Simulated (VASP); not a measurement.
A run of VASP 6.6.1:

Contents of INCAR:

```
ALGO = Normal
EDIFF = 1E-6
ENCUT = 600
GGA = PS
GGA_COMPAT = F
ISIF = 2
ISMEAR = 0
ISPIN = 2
LASPH = T
LCHARG = F
LMAXMIX = 4
LORBIT = 11
LREAL = F
LWAVE = F
MAGMOM = -0.19 1.74 1.74 1.78 1.78 1.78
NBANDS = 41
NELM = 200
PREC = Accurate
SIGMA = 0.1
```

KPOINTS

```
k-points
0
Gamma
  6 6 6
```

File POSCAR:

```
YCo5
1.0
    4.8345309286      0.0000000000      0.0000000000
   -2.4172654643      4.1868265996      0.0000000000
    0.0000000000      0.0000000000      3.8987682352
Y Co
1 5
Direct
    0.0000000000      0.0000000000      0.0000000000
    0.3333333333      0.6666666667      0.0000000000
    0.6666666667      0.3333333333      0.0000000000
    0.5000000000      0.0000000000      0.5000000000
    0.5000000000      0.5000000000      0.5000000000
    0.0000000000      0.5000000000      0.5000000000
```

Potentials or basis: VASP PAW PBE potentials, release 64 (Y_sv, Co).

Run with:

```sh
$ cat potpaw_PBE.64/Y_sv/POTCAR potpaw_PBE.64/Co/POTCAR > POTCAR
$ mpirun -np 1 vasp_std > vasp.out
```

Hardware: 1 thread of Intel Xeon 8259CL, on a shared host.

Problem. How long does it take, and how much memory?

Solution. Run time: 11 min on 1 thread of Intel Xeon 8259CL, on a shared host, peak memory 0.38 GiB. Counts: scf iterations 22, k points 28.
